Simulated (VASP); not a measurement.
Here is a VASP 6.6.1 calculation.

The input INCAR:

```
SYSTEM = Zr2Pd2Se
ALGO     = Normal         ! electronic algorithm
EDIFF    = 1E-6           ! SCF threshold, eV
ENCUT    = 520            ! plane-wave cutoff, eV
GGA      = PE             ! functional
ISIF     = 2              ! what is computed and relaxed
ISMEAR   = 0              ! smearing method
LASPH    = .True.         ! aspherical terms in the spheres
LCHARG   = .True.         ! write CHGCAR
LELF     = .True.         ! ELF
LREAL    = .False.        ! projectors in reciprocal space
LVHAR    = .True.       
LWAVE    = .False.        ! write WAVECAR
NBANDS   = 33             ! bands
NELM     = 80             ! most SCF steps
PREC     = Accurate       ! precision mode
SIGMA    = 0.1            ! smearing width, eV
```

File KPOINTS:

```
k-points
0
Gamma
  6 4 2
  0 0 0
```

Contents of POSCAR:

```
Zr2Pd2Se
1.0
    2.8901001343      0.0000000000      0.0000000000
    0.0000000000      5.5525864751      0.0000000000
    0.0000000000      0.0000000000      9.2594087063
Zr Pd Se
2 2 1
Direct
    0.0000000000      0.5000000000      0.0000000000
    0.0000000000      0.0000000000      0.0000000000
    0.0000000000      0.0000000000      0.2727740802
    0.0000000000      0.0000000000      0.7272259198
    0.5000000000      0.0000000000      0.5000000000
```

Potentials or basis: VASP PAW PBE potentials, release 64 (Zr_sv, Pd, Se).

The run is started by

```console
$ cat potpaw_PBE.64/Zr_sv/POTCAR potpaw_PBE.64/Pd/POTCAR potpaw_PBE.64/Se/POTCAR > POTCAR
$ mpirun -np 1 vasp_std > vasp.out
```

Problem. Estimate the pressure.

Solution. 0.0 GPa.

Problem. Estimate the band gap on the k mesh.

Solution. Zero (bands 25 and 26 overlap by 1.05 eV).

Forces in eV/Å, atoms in the order of the input:
```
Zr   0.000  0.000  0.000
Zr   0.000  0.000  0.000
Pd   0.000  0.000  0.017
Pd   0.000  0.000 -0.017
Se   0.000  0.000  0.000
```

Caveat: the k points lie up to 0.36 Å⁻¹ apart, too coarse for converged energies and pressures of a metal.
